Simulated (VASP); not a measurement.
Write the native input for VASP 6.6.1 that does the following.

```yaml
Task: relaxation of cell and atoms
Functional: BLYP
Dispersion: D3(BJ)
Potentials_or_basis: VASP PAW PBE potentials, release 64 (Ir)
Cutoff: 600 eV
k_mesh: 12 × 12 × 12
Occupations: fermi-dirac, width 0.05 eV
Spin: no spin polarisation
Dipole_correction: no
Further_INCAR_settings: ALGO = Normal; EDIFF = 1e-07; IBRION = 2; EDIFFG = -0.02; NSW = 80; ISIF = 3
```

The structure of Ir lies in POSCAR:

```
Ir
1.0
    0.0000000000      1.9156000000      1.9156000000
    1.9156000000      0.0000000000      1.9156000000
    1.9156000000      1.9156000000      0.0000000000
Ir
1
Direct
    0.0000000000      0.0000000000      0.0000000000
```

One way to write it, as run:

INCAR

```
PREC = Accurate
ENCUT = 600
EDIFF = 1E-7
ISMEAR = -1
SIGMA = 0.05
LREAL = False
LASPH = True
NELM = 80
ALGO = Normal
ISIF = 3
LWAVE = False
LCHARG = False
GGA = B5
ALDAX = 1.0
AGGAX = 1.0
AGGAC = 1.0
ALDAC = 0.0
IVDW = 12
VDW_S6 = 1.0
VDW_S8 = 2.6996
VDW_A1 = 0.4298
VDW_A2 = 4.2359
IBRION = 2
NSW = 80
EDIFFG = -0.02
```

KPOINTS

```
regular mesh
0
Gamma
  12 12 12
```

Potentials or basis: VASP PAW PBE potentials, release 64 (Ir).

Launch:

```console
$ cat potpaw_PBE.64/Ir/POTCAR > POTCAR
$ mpirun -np 1 vasp_std > vasp.out
```

Results of the run:

* Relaxed volume: 14.49 Å³/atom
* Relaxed cell: a = 2.737 Å, b = 2.737 Å, c = 2.737 Å, α = 60.00°, β = 60.00°, γ = 60.00°
* Space group after relaxing (to 0.05 Å): Fm-3m (No. 225)
* Energy gained by relaxing: 14.9 meV/atom
* Ionic steps: 4
* Pressure after relaxing: 0.0 GPa
* Dispersion energy per atom: -1.683 eV

Caveat: the PAW data sets were made with another functional, which shifts forces and pressure a little; pairwise dispersion overbinds metals, which lowers pressure and volume.

Run time: 42 s on 1 thread of Intel Xeon 6975P-C, with other jobs on the host, peak memory 0.16 GiB.
